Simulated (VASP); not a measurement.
The system is Ta2Se5.

```
Ta Se
1.0
     5.34552    0.00000    0.00000
    -2.67276    4.62936    0.00000
     0.00000    0.00000    7.21111
Ta Se
2 5
Cartesian
  0.0000 0.0000 5.9154
  0.0000 0.0000 1.2957
  0.0000 3.0862 0.0000
  2.6728 1.5431 0.0000
  0.0000 3.0862 3.6056
  2.6728 1.5431 3.6056
  0.0000 0.0000 3.6056
```

The cell was built from a structure type or drawn by symmetry, and may not be a known phase.

* Program: VASP 6.6.1
* Task: relaxation of cell and atoms
* Functional: PBE
* Potentials or basis: VASP PAW PBE potentials, release 64 (Ta_pv, Se)
* Cutoff: 600 eV
* k mesh: 6 × 6 × 4
* Occupations: gaussian, width 0.1 eV
* Spin: no spin polarisation

At the start: pressure -4.9 GPa; volume 25.49 Å³/atom.

Problem. Where does the relaxation end?

Solution. Over 9 steps the energy falls by 297.1 meV/atom and the volume is 23.53 Å³/atom (-7.7 %); space group P6/mmm (No. 191, to 0.1 Å) before and after.

The path:
| step | energy change (eV) | largest force (eV/Å) | pressure (GPa) | volume (Å³) |
| --- | --- | --- | --- | --- |
| 1 | 0.0000 | 3.6242 | -4.91 | 178.45 |
| 2 | -1.9397 | 0.8985 | 0.97 | 158.25 |
| 3 | -1.9611 | 0.5161 | 2.58 | 155.97 |
| 4 | -2.0574 | 0.3651 | -0.28 | 163.45 |
| 5 | -2.0602 | 0.3437 | -0.81 | 165.08 |
| 6 | -2.0776 | 0.2635 | 0.16 | 164.64 |
| 7 | -2.0779 | 0.1899 | 0.04 | 164.69 |
| 8 | -2.0752 | 0.2945 | -0.10 | 164.74 |
| 9 | -2.0796 | 0.0008 | -0.01 | 164.71 |

Final structure:
```cif
data_structure
_symmetry_space_group_name_H-M 'P 1'
_symmetry_Int_Tables_number 1
_cell_length_a 4.9157
_cell_length_b 4.9157
_cell_length_c 7.8706
_cell_angle_alpha 90.000
_cell_angle_beta 90.000
_cell_angle_gamma 120.000
_cell_volume 164.71
loop_
_atom_site_label
_atom_site_type_symbol
_atom_site_fract_x
_atom_site_fract_y
_atom_site_fract_z
_atom_site_occupancy
Ta1 Ta 0.00000 0.00000 0.85590 1
Ta2 Ta 0.00000 0.00000 0.14410 1
Se1 Se 0.33333 0.66667 0.00000 1
Se2 Se 0.66667 0.33333 0.00000 1
Se3 Se 0.33333 0.66667 0.50000 1
Se4 Se 0.66667 0.33333 0.50000 1
Se5 Se 0.00000 0.00000 0.50000 1
```
